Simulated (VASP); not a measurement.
Wanted: the native input for a VASP 6.6.1 run.

```yaml
Task: relaxation of cell and atoms
Functional: LDA
Potentials_or_basis: VASP PAW LDA potentials, release 64 (Hf_pv, N)
Cutoff: 600 eV
k_mesh: 9 × 9 × 9
Occupations: fermi-dirac, width 0.05 eV
Spin: no spin polarisation
Hubbard_terms: Hf d U = 3.0 eV
Dipole_correction: no
Further_INCAR_settings: ALGO = Normal; EDIFF = 1e-07; IBRION = 2; EDIFFG = -0.01; NSW = 60; ISIF = 3
```

The structure of HfN lies in POSCAR:

```
HfN
1.0
    0.0000000000      2.4548220000      2.4548220000
    2.4548220000      0.0000000000      2.4548220000
    2.4548220000      2.4548220000      0.0000000000
Hf N
1 1
Direct
    0.0000000000      0.0000000000      0.0000000000
    0.2500000000      0.2500000000      0.2500000000
```

These files were run (other wordings do the same):

INCAR

```
SYSTEM = HfN
PREC     = Accurate       ! precision mode
ENCUT    = 600            ! plane-wave cutoff, eV
EDIFF    = 1E-7           ! SCF threshold, eV
ISMEAR   = -1             ! smearing method
SIGMA    = 0.05           ! smearing width, eV
LREAL    = .FALSE.        ! projectors in reciprocal space
LASPH    = .TRUE.         ! aspherical terms in the spheres
NELM     = 150            ! most SCF steps
ALGO     = Normal         ! electronic algorithm
ISIF     = 3              ! what is computed and relaxed
LWAVE    = .FALSE.        ! write WAVECAR
LCHARG   = .FALSE.        ! write CHGCAR
LMAXMIX  = 4              ! l up to which the mixer works
LDAU     = .TRUE.         ! DFT+U
LDAUTYPE = 2            
LDAUL    = 2 -1           ! shell
LDAUU    = 3 0            ! U, eV
LDAUJ    = 0 0          
LDAUPRINT= 1            
GGA      = CA             ! functional
IBRION   = 2              ! ionic algorithm
NSW      = 60             ! ionic steps
EDIFFG   = -0.01          ! ionic threshold
```

KPOINTS

```
regular mesh
0
G
  9 9 9
  0 0 0
```

Potentials or basis: VASP PAW LDA potentials, release 64 (Hf_pv, N).

Command:

```sh
$ cat potpaw_LDA.64/Hf_pv/POTCAR potpaw_LDA.64/N/POTCAR > POTCAR
$ mpirun -np 1 vasp_std > vasp.out
```

Results of the run:

```yaml
Relaxed_volume: 14.70 Å³/atom
Relaxed_cell: a = 3.464 Å, b = 3.464 Å, c = 3.464 Å, α = 60.00°, β = 60.00°, γ = 60.00°
Space_group_after_relaxing_to_0.05_Å: F-43m (No. 216)
Energy_gained_by_relaxing: 0.4 meV/atom
Ionic_steps: 3
Pressure_after_relaxing: 0.0 GPa
```

Caveat: U without spin polarisation on a metal has little footing.

Run time: 24 s on 1 thread of Intel Xeon 6975P-C (shared host), peak memory 0.16 GiB.
